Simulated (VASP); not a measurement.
# GdN (rocksalt type): electric field gradients with PBE

GdN (rocksalt type):

```xyz
2
Lattice="0.0000 2.5083 2.5083 2.5083 0.0000 2.5083 2.5083 2.5083 0.0000" Properties=species:S:1:pos:R:3 pbc="T T T"
Gd    0.0000    0.0000    0.0000
N     2.5083    2.5083    2.5083
```

| Item | Value |
| --- | --- |
| Program | VASP 6.6.1 |
| Task | electric field gradients |
| Functional | PBE |
| Potentials or basis | VASP PAW PBE potentials, release 64 (Gd, N) |
| Cutoff | 520 eV |
| k mesh | 15 × 15 × 15 |
| Occupations | fermi-dirac, width 0.05 eV |
| Spin | collinear spin, ferromagnetic start |
| Starting moments | [7.0, 0.0] μB |
| Dipole correction | no |
| Further INCAR settings | ALGO = Normal; EDIFF = 1e-08; NBANDS = 22 |

* Pressure: -2.7 GPa
* Band gap on the k mesh: zero (filled and empty bands overlap)
* Net moment: 7.00 μB per cell
* Site moments: Gd +6.80; N -0.08 μB
* Largest electric field gradient by atom: under 0.05 V/Å² on every atom
* Valence electrons inside the program's atomic spheres: Gd 15.21; N 3.62

Levels at points of the mesh, in eV from the Fermi level:
Spin up:
```tsv
k point	band 11	band 12	band 13	band 14	band 15	band 16	band 17	band 18	band 19	band 20
(0.00, 0.00, 0.00)	-3.35	-3.35	0.15	0.15	0.15	2.41	2.41	2.41	2.98	4.49
```
Spin down:
```
           k point  band 4  band 5  band 6  band 7  band 8  band 9  band 10  band 11  band 12  band 13
(0.00, 0.00, 0.00)  -18.66  -13.06   -0.92   -0.92   -0.92    1.58     2.09     2.09     2.09     2.70
```

Run time: 5.1 min on 1 thread of AMD EPYC 9R45 96-Core Processor (Zen 5), on a shared host, peak memory 0.27 GiB.

Caveat: spin-orbit coupling is left out, which moves the levels of the heavy elements; a cell with one magnetic atom can't hold antiferromagnetic order, which such compounds often take; semilocal functionals describe open f shells poorly, which spoils levels, moments and volumes. With open d or f shells a metallic result of PBE can be an artefact of self-interaction; +U or a hybrid may open a gap.
